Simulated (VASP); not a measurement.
Wanted: the native input for a VASP 6.6.1 run.

```
Task                   : single point
Functional             : PBE
Potentials or basis    : VASP PAW PBE potentials, release 64 (In_d, P)
Cutoff                 : 520 eV
k mesh                 : 11 × 11 × 11
Occupations            : fermi-dirac, width 0.03 eV
Spin                   : no spin polarisation
Dipole correction      : no
Further INCAR settings : ALGO = Normal; EDIFF = 1e-07; NBANDS = 16
```

The structure of InP lies in POSCAR:

```
InP
1.0
    0.0000000000      2.8550000000      2.7693500000
    2.8550000000      0.0000000000      2.7693500000
    2.8550000000      2.8550000000      0.0000000000
In P
1 1
Direct
    0.0000000000      0.0000000000      0.0000000000
    0.5000000000      0.5000000000      0.5000000000
```

This cell differs from its parent crystal: zz strain of -3 %.

One way to write it, as run:

INCAR

```
SYSTEM = InP
PREC     = Accurate       ! precision mode
ENCUT    = 520            ! plane-wave cutoff, eV
EDIFF    = 1E-7           ! SCF threshold, eV
ISMEAR   = -1             ! smearing method
SIGMA    = 0.03           ! smearing width, eV
LREAL    = .FALSE.        ! projectors in reciprocal space
LASPH    = .TRUE.         ! aspherical terms in the spheres
NELM     = 100            ! most SCF steps
ALGO     = Normal         ! electronic algorithm
ISIF     = 2              ! what is computed and relaxed
LWAVE    = .FALSE.        ! write WAVECAR
LCHARG   = .FALSE.        ! write CHGCAR
GGA      = PE             ! functional
NBANDS   = 16             ! bands
```

KPOINTS

```
Automatic mesh
0
G
  11 11 11
  0 0 0
```

Potentials or basis: VASP PAW PBE potentials, release 64 (In_d, P).

The run is started by

```sh
$ cat potpaw_PBE.64/In_d/POTCAR potpaw_PBE.64/P/POTCAR > POTCAR
$ mpirun -np 1 vasp_std > vasp.out
```

Results of the run:

```
Pressure               : -3.8 GPa
Band gap on the k mesh : zero (band 9 reaches 6.60 eV, above the bottom of band 10 at 4.12 eV)
```

Caveat: the cell differs from its parent crystal (zz strain of -3 %); spin-orbit coupling is left out, which moves the levels of the heavy elements.

Run time: 40 s on 1 thread of Intel(R) Xeon(R) Platinum 8559C (Emerald Rapids) (shared host), peak memory 0.22 GiB.
